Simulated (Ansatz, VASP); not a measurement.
## Two plane-wave programs on Si

```
CELL_PARAMETERS angstrom
0.00000 2.75714 2.63401
2.75714 0.00000 2.63401
2.75714 2.75714 0.00000
ATOMIC_POSITIONS crystal
Si 0.50000 0.50000 0.50000
Si 0.75000 0.75000 0.75000
```

Change from the starting cell: z stretched by -3 % at fixed volume, PAW files.

Alike in both runs: task electric field gradients; functional PBE; k mesh 12 × 12 × 12; occupations fermi-dirac, width 0.08 eV; no spin polarisation.

```csv
,VASP,Ansatz
version,VASP 6.6.1,Ansatz 0.2.0
potentials or method,"VASP PAW PBE potentials, release 64 (Si)","PAW with Ansatz's default frozen-core files, scalar-relativistic"
plane-wave cutoff (eV),520,420
valence electrons in the cell,8,8
```

```csv
,VASP,Ansatz,Ansatz less VASP
pressure (GPa),1.9,1.9,+0.08
"traceless stress, the component that is largest in VASP (GPa)",2.67,2.66,-0.009
size of Vzz on the site where it differs most (V/Å²),0.7,0.8,+0.08
```

The functional is the same, so the differences come from potentials, cutoffs and numerics.
